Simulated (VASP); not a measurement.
# W: single point with PBE

The system is W.

```
W
1.0
     4.68692    0.00000    0.00000
    -2.34346    4.05899    0.00000
     0.00000    0.00000    2.60967
W
3
Direct
  0.00000 0.00000 0.00000
  0.33333 0.66667 0.50000
  0.66667 0.33333 0.50000
```

This isn't the form of W at room conditions, which is bcc.

```
Program                : VASP 6.6.1
Task                   : single point
Functional             : PBE
Potentials or basis    : VASP PAW PBE potentials, release 64 (W_sv)
Cutoff                 : 520 eV
k mesh                 : 9 × 9 × 14
Occupations            : fermi-dirac, width 0.1 eV
Spin                   : no spin polarisation
Dipole correction      : no
Further INCAR settings : ALGO = Normal; EDIFF = 1e-06; NBANDS = 28
```

```json
{"Pressure": "0.6 GPa", "Band gap on the k mesh": "zero (bands 21 and 22 overlap by 0.91 eV)"}
```

Stress tensor (GPa, compression positive):
```
 0.98  0.00  0.00
 0.00  0.98  0.00
 0.00  0.00 -0.09
```

Levels at points of the mesh, in eV from the Fermi level:
```tsv
k point	band 18	band 19	band 20	band 21	band 22	band 23	band 24	band 25
(0.00, 0.00, 0.00)	-2.45	-2.45	-2.25	-0.30	-0.30	2.13	2.13	2.19
(0.00, 0.00, 0.50)	-2.65	-1.06	-1.06	0.22	0.22	3.13	3.13	3.97
```

It took 3.1 min on 1 thread of Intel Xeon 8259CL, with other jobs on the host, peak memory 0.24 GiB.

Caveat: spin-orbit coupling is left out, which moves the levels of the heavy elements.
